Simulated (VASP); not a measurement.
A run of VASP 6.6.1:

The input INCAR:

```
PREC = Accurate
ENCUT = 400
EDIFF = 1E-6
ISMEAR = 0
SIGMA = 0.01
LREAL = Auto
LASPH = T
NELM = 120
ALGO = Normal
ISIF = 2
LWAVE = F
LCHARG = T
GGA = PE
LELF = T
LVHAR = T
NBANDS = 163
NELECT = 280.0
GGA_COMPAT = F
```

The input KPOINTS:

```
Automatic mesh
0
Gamma
  2 2 2
  0.5 0.5 0.5
```

POSCAR

```
Zn15S17
1.0
    5.4423087484     -5.4423087484      5.4423087484
   -5.4423087484      5.4423087484      5.4423087484
   -5.4423087484     -5.4423087484     -5.4423087484
S Zn
17 15
Direct
    0.2625962785      0.2504369107      0.5133435354
    0.2595786034      0.0193532941      0.5103447266
    0.4981161909     -0.0002731397      0.2491220258
    0.7482661588     -0.0046790787     -0.0009310274
   -0.0163528349      0.2503289023      0.5029096076
    0.2521479841      0.2503526813      0.2347047333
   -0.0016447988     -0.0002143207      0.7489966196
    0.7487962882      0.5010478008      0.4998440271
    0.5053252063      0.2505225771      0.0029575981
    0.7520994604      0.2505352054      0.7561555655
    0.0032920849      0.5052865053      0.2541125877
    0.4988206730      0.7511170700      0.4988459510
    0.2490250826      0.5009906758     -0.0003795131
    0.7473274367      0.7498383732      0.2491369399
    0.4920395639      0.4831417986      0.7427954617
   -0.0016618785      0.7498135447     -0.0018851591
    0.2480433140      0.7510885603      0.7495942173
    0.5059720826      0.2504153328      0.2514848119
    0.7548636984      0.2502283176      0.0056854134
   -0.0009058732      0.5048732728      0.5004475494
    0.2496460558      0.5049539802      0.2499553203
    1.0006029856      0.2504173901      0.7567134604
    0.7497876218      0.7503580590      0.5007116139
    0.4964761784      0.4955647588      0.0134507927
    0.7626215447      0.4955675786      0.7472570072
   -0.0166355917      0.7382307637      0.2341532306
    0.5180872429      0.0054740762      0.5022110652
    0.2498828319      0.7503164881      0.0005673021
    0.7446460849     -0.0040271415      0.2458641568
    0.4955076198      0.7612568285      0.7462884216
   -0.0049577794     -0.0040765081     -0.0045406884
    0.2514122325      0.0054588496      0.7688990456
```

Potentials or basis: VASP PAW PBE potentials, release 64 (S, Zn).

Command:

```sh
$ cat potpaw_PBE.64/S/POTCAR potpaw_PBE.64/Zn/POTCAR > POTCAR
$ mpirun -np 1 vasp_std > vasp.out
```

Hardware: 1 thread of Oxide Virtual Turin-like Processor, with other jobs on the host.

Estimate the wall time of this run.

Wall time 22 min on 1 thread of Oxide Virtual Turin-like Processor, on a shared host, peak memory 0.62 GiB. Counts: scf iterations 19, k points 4.
